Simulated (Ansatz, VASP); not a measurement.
# AgBr in VASP and in Ansatz

```
CELL_PARAMETERS angstrom
0.01419 2.84478 2.84478
2.84478 0.01419 2.84478
2.84478 2.84478 0.01419
ATOMIC_POSITIONS crystal
Ag 0.00000 0.00000 0.00000
Br 0.50000 0.50000 0.50000
```

Change from the starting cell: equal xy, yz and zx engineering shears of +0.5 %.

Alike in both runs: functional PBEsol; k mesh 6 × 6 × 6; occupations fermi-dirac, width 0.01 eV; non-collinear spin, spin-orbit coupling.

Ansatz relaxed the structure, and its values are those at the end. VASP's run is a single point on that final structure, the one shown.

|  | VASP | Ansatz |
| --- | --- | --- |
| version | VASP 6.6.1 | Ansatz 0.2.0 |
| potentials or method | VASP PAW PBE potentials, release 64 (Ag, Br), cutoff 500 eV | all-electron LAPW |

|  | VASP | Ansatz | Ansatz less VASP |
| --- | --- | --- | --- |
| pressure (GPa) | 0.0 | 0.0 | +0.02 |
| net moment per atom (μB) | 0.00 | 0.00 | 0.000 |

VASP's potentials were made for PBE, not for PBEsol. Ansatz ran all-electron here, and VASP with PAW potentials.
